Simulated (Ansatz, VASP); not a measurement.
Two plane-wave programs on K2S

```
CELL_PARAMETERS angstrom
0.00000 3.59567 3.59567
3.59567 0.00000 3.59567
3.59567 3.59567 0.00000
ATOMIC_POSITIONS crystal
K 0.25000 0.25000 0.25000
K 0.75000 0.75000 0.75000
S 0.00000 0.00000 0.00000
```

Alike in both runs: functional LDA; k mesh 6 × 6 × 6; no spin polarisation.

Ansatz relaxed the structure, and its values are those at the end. VASP's run is a single point on that final structure, the one shown.

|  | VASP | Ansatz |
| --- | --- | --- |
| version | VASP 6.6.1 | Ansatz 0.2.0 |
| potentials or method | VASP PAW LDA potentials, release 64 (K_sv, S) | plane waves, PAW |
| plane-wave cutoff (eV) | 500 | 420 |
| occupations | gaussian, width 0.01 eV | fixed |
| valence electrons in the cell | 24 | 24 |

|  | VASP | Ansatz | Ansatz less VASP |
| --- | --- | --- | --- |
| pressure (GPa) | 0.1 | 0.0 | -0.08 |

LDA's correlation is that of Perdew and Zunger in VASP and of Perdew and Wang (1992) in Ansatz.
